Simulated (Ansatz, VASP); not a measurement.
## SrTiO3: VASP beside Ansatz

INCAR

```
SYSTEM = SrTiO3
ALGO = Normal
EDIFF = 1E-6
ENCUT = 520
GGA = PE
ISIF = 2
ISMEAR = 0
ISPIN = 2
LASPH = .True.
LCHARG = .True.
LELF = .True.
LMAXMIX = 4
LORBIT = 11
LREAL = .False.
LVHAR = .True.
LWAVE = .False.
MAGMOM = 0 0 1 -1 0 0 0 0 0 0
NBANDS = 55
NELM = 150
PREC = Accurate
SIGMA = 0.05
```

File KPOINTS:

```
k-points
0
Gamma
  4 4 6
  0 0 0
```

The input POSCAR:

```
SrTiO3
1.0
    0.0000000000      3.9364552807      3.9364552807
    0.0000000000     -3.9364552807      3.9364552807
    3.9364552807      0.0000000000      0.0000000000
Sr Ti O
2 2 6
Direct
    0.5000000000      0.0000000000      0.5000000000
    1.0000000000      0.5000000000      0.5000000000
    0.0000000000      0.0000000000      0.0000000000
    0.5000000000      0.5000000000      0.0000000000
    0.0000000000      0.0000000000      0.5000000000
    0.2500000000     -0.2500000000      0.0000000000
    0.2500000000      0.2500000000      0.0000000000
    0.5000000000      0.5000000000      0.5000000000
    0.7500000000      0.2500000000      0.0000000000
    0.7500000000      0.7500000000      0.0000000000
```

Input for Ansatz:

```yaml
crystal:
  lattice:
    - [0.0, 3.9364552807, 3.9364552807]
    - [0.0, -3.9364552807, 3.9364552807]
    - [3.9364552807, 0.0, 0.0]
  atoms:
    - { symbol: Sr, position: [0.5, 0.0, 0.5] }
    - { symbol: Ti, position: [0.0, 0.0, 0.0], spin: 1.0 }
    - { symbol: O, position: [0.0, 0.0, 0.5] }
    - { symbol: O, position: [0.25, -0.25, 0.0] }
    - { symbol: O, position: [0.25, 0.25, 0.0] }
    - { symbol: Sr, position: [1.0, 0.5, 0.5] }
    - { symbol: Ti, position: [0.5, 0.5, 0.0], spin: -1.0 }
    - { symbol: O, position: [0.5, 0.5, 0.5] }
    - { symbol: O, position: [0.75, 0.25, 0.0] }
    - { symbol: O, position: [0.75, 0.75, 0.0] }
basis:
  ecutwfc: 420
  ecutrho_ratio: 4
kpoints:
  mp_grid: { grid: [4, 4, 6] }
hamiltonian:
  xc: pbe
scf:
  occupations: { method: gaussian, width: 0.05 }
  lower_state_search: "off"
output:
  forces: true
  stress: true
  eigenvalues: true
  populations: true
magnetization:
  spin_polarized: true
```

Alike in both runs: task single point; functional PBE; k mesh 4 × 4 × 6; occupations gaussian, width 0.05 eV; collinear spin.

```csv
,VASP,Ansatz
version,VASP 6.6.1,Ansatz 0.2.0
potentials or method,"VASP PAW PBE potentials, release 64 (Sr_sv, Ti_sv, O), cutoff 520 eV","scalar-relativistic, plane waves, PAW"
valence electrons in the cell,80,80
```

VASP gave:

```
gap on the k mesh at the Fermi level (eV) : 1.81
least direct gap on the mesh (eV)         : 1.90
pressure (GPa)                            : 0.6
net moment per atom (μB)                  : 0.00
```

Task: Estimate Ansatz's values.

Result: gap on the k mesh at the Fermi level (eV): 1.84; least direct gap on the mesh (eV): 1.92; pressure (GPa): 0.0; net moment per atom (μB): 0.00.

Ansatz's warnings: seeded moment not kept.
